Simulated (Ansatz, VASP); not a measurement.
# CuAu3: VASP beside Ansatz

INCAR

```
SYSTEM = CuAu3
PREC = Accurate
ENCUT = 520
EDIFF = 1E-7
ISMEAR = 0
SIGMA = 0.1
LREAL = .FALSE.
LASPH = .TRUE.
NELM = 60
ALGO = Normal
ISIF = 2
LWAVE = .FALSE.
LCHARG = .FALSE.
GGA = PS
NBANDS = 30
```

KPOINTS

```
Automatic mesh
0
G
  10 10 10
  0 0 0
```

POSCAR

```
CuAu3
1.0
    3.9341050473      0.0000000000      0.0000000000
    0.0000000000      3.9341050473      0.0000000000
    0.0000000000      0.0000000000      3.9341050473
Cu Au
1 3
Direct
    0.0000000000      0.0000000000      0.0000000000
    0.0000000000      0.5000000000      0.5000000000
    0.5000000000      0.0000000000      0.5000000000
    0.5000000000      0.5000000000      0.0000000000
```

Input for Ansatz:

```yaml
crystal:
  lattice:
    - [3.9341050473, 0.0, 0.0]
    - [0.0, 3.9341050473, 0.0]
    - [0.0, 0.0, 3.9341050473]
  atoms:
    - { symbol: Cu, position: [0.0, 0.0, 0.0] }
    - { symbol: Au, position: [0.0, 0.5, 0.5] }
    - { symbol: Au, position: [0.5, 0.0, 0.5] }
    - { symbol: Au, position: [0.5, 0.5, 0.0] }
basis:
  ecutwfc: 420
kpoints:
  mp_grid: { grid: [10, 10, 10] }
hamiltonian:
  xc: pbesol
scf:
  occupations: { method: gaussian, width: 0.1 }
output:
  forces: true
  stress: true
  eigenvalues: true
  write_density: true
  write_potential: true
  elf: true
  volumetric_format: npy
```

Alike in both runs: task single point; functional PBEsol; k mesh 10 × 10 × 10; occupations gaussian, width 0.1 eV; no spin polarisation.

|  | VASP | Ansatz |
| --- | --- | --- |
| version | VASP 6.6.1 | Ansatz 0.2.0 |
| potentials or method | VASP PAW PBE potentials, release 64 (Cu, Au), cutoff 520 eV | scalar-relativistic, plane waves, PAW |
| valence electrons in the cell | 44 | 76 |

```csv
,VASP,Ansatz,Ansatz less VASP
gap on the k mesh at the Fermi level (eV),none,none,-
pressure (GPa),5.5,5.6,+0.16
```

VASP's potentials were made for PBE, not for PBEsol. A gap of «none» marks a metal or a gap that the smearing closes. VASP's potentials hold 44 valence electrons a cell and Ansatz's 76, so a difference there can come from the potentials and not from the codes.

Spin-orbit coupling is off throughout.
